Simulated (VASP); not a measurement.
# InPd (Pm-3m) in VASP: further runs

Aim: see how the results for InPd move with the level of theory and the settings. Levels: LDA, PBEsol. Tasks: vibrations by perturbation theory.

All numbers are computed with VASP 6.6.1; they aren't measurements. Logs are shortened: lines on timing, memory, paths and dates and some standing lists are left out, and cuts for length are marked.

### 1 The cell of the first run

Symmetry: Pm-3m, No. 221, cubic system. The conventional cell has a = 3.272 Å, b = 3.272 Å, c = 3.272 Å, α = 90.00°, β = 90.00°, γ = 90.00°. In (site symmetry m-3m) has 8 Pd at 2.83 Å and 6 In at 3.27 Å within 3.7 Å. Pd (site symmetry m-3m) has 8 In at 2.83 Å and 6 Pd at 3.27 Å within 3.7 Å.

### 2 Vibrations by perturbation theory, LDA

INCAR

```
PREC = Accurate
ENCUT = 520
EDIFF = 1E-8
ISMEAR = -1
SIGMA = 0.05
LREAL = F
LASPH = T
NELM = 60
ALGO = Normal
ISIF = 2
LWAVE = F
LCHARG = F
GGA = CA
IBRION = 8
NSW = 1
```

KPOINTS

```
Automatic mesh
0
Gamma
  6 6 6
```

POSCAR

```
InPd
1.0
    3.2718847800      0.0000000000      0.0000000000
    0.0000000000      3.2718847800      0.0000000000
    0.0000000000      0.0000000000      3.2718847800
In Pd
1 1
Direct
    0.0000000000      0.0000000000      0.0000000000
    0.5000000000      0.5000000000      0.5000000000
```

Potentials or basis: VASP PAW LDA potentials, release 64 (In_d, Pd).

Started as:

```bash
cat potpaw_LDA.64/In_d/POTCAR potpaw_LDA.64/Pd/POTCAR > POTCAR
mpirun -np 1 vasp_std > vasp.out
```

OUTCAR:

```text
PREC = Accurate
   ENCUT = 520
   EDIFF = 1E-8
   ISMEAR = -1
   LREAL = F
   LASPH = T
   NELM = 60
   ISIF = 2
   GGA = CA
   IBRION = 8
   NSW = 1

 ion  position               nearest neighbor table
   1  0.000  0.000  0.000-   2 2.83   2 2.83   2 2.83   2 2.83   2 2.83   2 2.83   2 2.83   2 2.83

   2  0.500  0.500  0.500-   1 2.83   1 2.83   1 2.83   1 2.83   1 2.83   1 2.83   1 2.83   1 2.83

  LATTYP: Found a simple cubic cell.
 ALAT       =     3.2718847800

  Lattice vectors:

 A1 = (   3.2718847800,   0.0000000000,   0.0000000000)
 A2 = (   0.0000000000,   3.2718847800,   0.0000000000)
 A3 = (   0.0000000000,   0.0000000000,   3.2718847800)

Analysis of symmetry for initial positions (statically):
=====================================================================
 Subroutine PRICEL returns:
 Original cell was already a primitive cell.

 Routine SETGRP: Setting up the symmetry group for a
 simple cubic supercell.

 Subroutine GETGRP returns: Found 48 space group operations
 (whereof 48 operations were pure point group operations)
 out of a pool of 48 trial point group operations.

The static configuration has the point symmetry O_h .

Analysis of symmetry for dynamics (positions and initial velocities):
=====================================================================
 Subroutine PRICEL returns:
 Original cell was already a primitive cell.

 Routine SETGRP: Setting up the symmetry group for a
 simple cubic supercell.

 Subroutine GETGRP returns: Found 48 space group operations
 (whereof 48 operations were pure point group operations)
 out of a pool of 48 trial point group operations.

The dynamic configuration has the point symmetry O_h .

 Subroutine INISYM returns: Found 48 space group operations
 (whereof 48 operations are pure point group operations),
 and found     1 'primitive' translations

----------------------------------------------------------------------------------------

                                     Primitive cell

  volume of cell :      35.0263

  direct lattice vectors                    reciprocal lattice vectors
     3.271884780  0.000000000  0.000000000     0.305634234  0.000000000  0.000000000
     0.000000000  3.271884780  0.000000000     0.000000000  0.305634234  0.000000000
     0.000000000  0.000000000  3.271884780     0.000000000  0.000000000  0.305634234

  length of vectors
     3.271884780  3.271884780  3.271884780     0.305634234  0.305634234  0.305634234

  position of ions in fractional coordinates (direct lattice)
     0.000000000  0.000000000  0.000000000
     0.500000000  0.500000000  0.500000000

  ion indices of the primitive-cell ions
   primitive index   ion index
                 1           1
                 2           2

----------------------------------------------------------------------------------------

 KPOINTS: Automatic mesh

Automatic generation of k-mesh.
 Grid dimensions read from file:
 generate k-points for:    6    6    6

 Generating k-lattice:

  Cartesian coordinates                     Fractional coordinates (reciprocal lattice)
     0.050939039  0.000000000  0.000000000     0.166666667  0.000000000  0.000000000
     0.000000000  0.050939039  0.000000000     0.000000000  0.166666667  0.000000000
     0.000000000  0.000000000  0.050939039     0.000000000  0.000000000  0.166666667

  Length of vectors
     0.050939039  0.050939039  0.050939039

  Shift w.r.t. Gamma in fractional coordinates (k-lattice)
     0.000000000  0.000000000  0.000000000

 Subroutine IBZKPT returns following result:
 ===========================================

 Found     20 irreducible k-points:

 Following reciprocal coordinates:
            Coordinates               Weight
  0.000000  0.000000  0.000000      1.000000
  0.166667  0.000000  0.000000      6.000000
  0.333333  0.000000  0.000000      6.000000
  0.500000  0.000000  0.000000      3.000000
  0.166667  0.166667  0.000000     12.000000
  0.333333  0.166667  0.000000     24.000000
[... 12 lines left out ...]
  0.500000  0.500000  0.333333      6.000000
  0.500000  0.500000  0.500000      1.000000
   k-points           NKPTS =     20   k-points in BZ     NKDIM =     20   number of bands    NBANDS=     15
   number of dos      NEDOS =    301   number of ions     NIONS =      2
   total plane-waves  NPLWV =  13824
   dimension x,y,z NGX =    24 NGY =   24 NGZ =   24
   dimension x,y,z NGXF=    48 NGYF=   48 NGZF=   48
   ions per type =               1   1
   NGX,Y,Z   is equivalent  to a cutoff of  12.19, 12.19, 12.19 a.u.
   NGXF,Y,Z  is equivalent  to a cutoff of  24.39, 24.39, 24.39 a.u.
 SYSTEM =  unknown system
   PREC   = accura    normal or accurate (medium, high low for compatibility)
   ISTART =      0    job   : 0-new  1-cont  2-samecut
   ICHARG =      2    charge: 1-file 2-atom 10-const
   ISPIN  =      1    spin polarized calculation?
   LNONCOLLINEAR =      F non collinear calculations
   LSORBIT =      F    spin-orbit coupling
   LASPH  =      T    aspherical Exc in radial PAW
   ENCUT  =  520.0 eV  38.22 Ry    6.18 a.u.   6.08  6.08  6.08*2*pi/ulx,y,z
   NELM   =     60;   NELMIN=  2; NELMDL= -5     # of ELM steps
   EDIFF  = 0.1E-07   stopping-criterion for ELM
   LREAL  =      F    real-space projection
   EDIFFG = 0.1E-06   stopping-criterion for IOM
   NSW    =      1    number of steps for IOM
   IBRION =      8    ionic relax: 0-MD 1-quasi-New 2-CG
   NFREE  =      0    steps in history (QN), initial steepest desc. (CG)
   ISIF   =      2    stress and relaxation
   ISYM   =      2    0-nonsym 1-usesym 2-fastsym
   POTIM  = 0.5000    time-step for ionic-motion
   TEBEG  =    0.0;   TEEND  =   0.0 temperature during run
   PSTRESS=    0.0 pullay stress
   NELECT =      23.0000    total number of electrons
   NUPDOWN=      -1.0000    fix difference up-down
   EMIN   =  10.00;   EMAX   =-10.00  energy-range for DOS
   EFERMI =   0.00;   METHOD = LEGACY
   ISMEAR =    -1;   SIGMA  =   0.05  broadening in eV -4-tet -1-fermi 0-gaus
   EFERMI_NEDOS =   21; number of points for ismear=-14 and -15
   IALGO  =     38    algorithm
   IMIX   =      4    mixing-type and parameters
     AMIX     =   0.40;   BMIX     =  1.00
     AMIX_MAG =   1.60;   BMIX_MAG =  1.00
  volume/ion in A,a.u.               =      17.51       118.18
  Fermi-wavevector in a.u.,A,eV,Ry     =   1.422938  2.688964 27.548447  2.024754
  Thomas-Fermi vector in A             =   2.543589
   LORBIT       =      0    0 simple, 1 ext, 2 COOP (PROOUT), +10 PAW based schemes
   GGA     = CA    functional components
   LHFCALC =     F    Hartree Fock is set to
   AEXX    =    0.0000 exact exchange contribution
   IVDW    =     0    specifies the selected vdW correction
   LEPSILON=     F    determine dielectric tensor
   LRPA    =     F    only Hartree local field effects (RPA)
 non-spin polarized calculation
  energy-cutoff  :      520.00
  volume of cell :       35.03
 maximum number of plane-waves:       968
   NGX = 13   NGY = 13   NGZ = 13

--------------------------------------- Ionic step        1  -------------------------------------------

 number of electron      22.9999997 magnetization

 Free energy of the ion-electron system (eV)
  ---------------------------------------------------
  ext. energy  EPLUGINS =         0.00000000
  ---------------------------------------------------
  free energy    TOTEN  =       -10.74138931 eV

  energy without entropy =      -10.73556048  energy(sigma->0) =      -10.73847490

 E-fermi :  10.2459     XC(G=0): -12.5388

 val. band max:       10.1401642897   @ k =   0.3333   0.3333   0.0000
 cond. band min:      10.3578208232   @ k =   0.5000   0.3333   0.3333
 fundamental gap:      0.2176565335
 Fermi energy:        10.2459161986

 k-point     1 :       0.0000    0.0000    0.0000
  band No.  band energies     occupation
      1      -4.6179      2.00000
      2      -4.6179      2.00000
      3      -4.2054      2.00000
      4      -4.2054      2.00000
      5      -4.2054      2.00000
      6       0.1214      2.00000
      7       6.3951      2.00000
      8       6.3951      2.00000
      9       7.9265      2.00000
     10       7.9265      2.00000
     11       7.9265      2.00000
     12      14.3693      0.00000
     13      14.3693      0.00000
     14      14.3693      0.00000
[... 331 lines left out ...]
      4      -3.9853      2.00000
      5      -3.9853      2.00000
      6       5.3313      2.00000
      7       5.3313      2.00000
      8       5.3313      2.00000
      9       8.5504      2.00000
     10       8.5504      2.00000
     11      10.0003      1.98541
     12      14.0310      0.00000
     13      14.0310      0.00000
     14      14.0310      0.00000
     15      14.6198      0.00000

------------------------ aborting loop because EDIFF is reached ----------------------------------------

  FORCE on cell =-STRESS in cart. coord.  units (eV):
  Direction    XX          YY          ZZ          XY          YZ          ZX
  --------------------------------------------------------------------------------------
  -------------------------------------------------------------------------------------
  Total       -1.3958885     -1.3958885     -1.3958885     -0.0000000      0.0000000     -0.0000000
  in kB      -63.8509413    -63.8509413    -63.8509413     -0.0000000      0.0000000     -0.0000000
  external PRESSURE =     -63.8509413 kB  Pullay stress =       0.0000000 kB

 VOLUME and BASIS-vectors are now :
 -----------------------------------------------------------------------------
  energy-cutoff  :      520.00
  volume of cell :       35.03
      direct lattice vectors                 reciprocal lattice vectors
     3.271884780  0.000000000  0.000000000     0.305634234  0.000000000  0.000000000
     0.000000000  3.271884780  0.000000000     0.000000000  0.305634234  0.000000000
     0.000000000  0.000000000  3.271884780     0.000000000  0.000000000  0.305634234

 POSITION                                       TOTAL-FORCE (eV/Angst)
 -----------------------------------------------------------------------------------
      0.00000      0.00000      0.00000         0.000000      0.000000      0.000000
      1.63594      1.63594      1.63594         0.000000      0.000000      0.000000
 -----------------------------------------------------------------------------------
    total drift:                                0.000000      0.000000     -0.000000

  FREE ENERGIE OF THE ION-ELECTRON SYSTEM (eV)
  ---------------------------------------------------
  free  energy   TOTEN  =       -10.7413893147 eV

  energy  without entropy=      -10.7355604817  energy(sigma->0) =      -10.73847490

[... ionic steps 2 to 3 ...]

--------------------------------------- Ionic step        4  -------------------------------------------

------------------------ aborting loop because EDIFF is reached ----------------------------------------

[... ionic steps 5 to 6 ...]

--------------------------------------- Ionic step        7  -------------------------------------------

 Free energy of the ion-electron system (eV)
  ---------------------------------------------------
  ---------------------------------------------------
  free energy    TOTEN  =        -0.25726516 eV

  energy without entropy =       -0.25726516

------------------------ aborting loop because EDIFF is reached ----------------------------------------

 INTERNAL STRAIN TENSOR  FOR ION    2  DIRECTION 1   (eV/Angst):
 -----------------------------------------------------------------------------
     0.00518  0.00000  0.00000
     0.00000  0.00432 -0.00000
    -0.00000 -0.00000  0.00432

 INTERNAL STRAIN TENSOR FOR ION    2 for displacements in x,y,z  (eV/Angst):
          X           Y           Z          XY          YZ          ZX
  --------------------------------------------------------------------------------
  x     0.00000     0.00000     0.00000     0.00000     0.00000     0.00000
  y     0.00000     0.00000     0.00000     0.00000     0.00000     0.00000
  z     0.00000     0.00000     0.00000     0.00000     0.00000     0.00000

 SECOND DERIVATIVES (NOT SYMMETRIZED)
 ------------------------------------
               1X          1Y          1Z          2X          2Y          2Z
  1X    -3.407223    0.000000   -0.000000    3.407223   -0.000000    0.000000
  1Y     0.000000   -3.407223   -0.000000   -0.000000    3.407223    0.000000
  1Z     0.000000   -0.000000   -3.407223   -0.000000    0.000000    3.407223
  2X     3.429192   -0.000000    0.000000   -3.429192    0.000000    0.000000
  2Y     0.000000    3.429192   -0.000000    0.000000   -3.429192    0.000000
  2Z    -0.000000   -0.000000    3.429192    0.000000    0.000000   -3.429192

 Eigenvectors and eigenvalues of the dynamical matrix
 ----------------------------------------------------

   1 f  =    3.889452 THz    24.438149 2PiTHz  129.738159 cm-1    16.085474 meV
             X         Y         Z           dx          dy          dz
      0.000000  0.000000  0.000000     0.000000    0.000000   -0.692396
      1.635942  1.635942  1.635942    -0.000000    0.000000    0.721518
[... 21 lines left out ...]
   6 f/i=    0.006244 THz     0.039233 2PiTHz    0.208282 cm-1     0.025824 meV
             X         Y         Z           dx          dy          dz
      0.000000  0.000000  0.000000    -0.000000   -0.000000    0.721518
      1.635942  1.635942  1.635942     0.000000    0.000000    0.692396

--------------------------------------------------------------------------------------------------------

 ELASTIC MODULI CONTR FROM IONIC RELAXATION (kBar)
 Direction    XX          YY          ZZ          XY          YZ          ZX
 --------------------------------------------------------------------------------
 XX           0.0000      0.0000      0.0000      0.0000      0.0000      0.0000
 YY           0.0000      0.0000      0.0000      0.0000      0.0000      0.0000
 ZZ           0.0000      0.0000      0.0000      0.0000      0.0000      0.0000
 XY           0.0000      0.0000      0.0000      0.0000      0.0000      0.0000
 YZ           0.0000      0.0000      0.0000      0.0000      0.0000      0.0000
 ZX           0.0000      0.0000      0.0000      0.0000      0.0000      0.0000
 --------------------------------------------------------------------------------
```

Wall time 42 s (1 thread of Intel Xeon Platinum 8259CL at 2.50GHz (Skylake/Cascade Lake), shared host); peak memory 0.18 GiB.

Results:

* Highest phonon frequency at Γ, LO-TO splitting left out: 130 cm⁻¹

Phonon frequencies in cm⁻¹ (negative: imaginary):
| q point | frequencies |
| --- | --- |
| (0.000, 0.000, 0.000) | 0 0 0 130 130 130 |

Caveat: the cell wasn't relaxed at this level first, which shifts response properties; spin-orbit coupling is left out, which moves the levels of the heavy elements.

(Continued in part 2 of 2.)
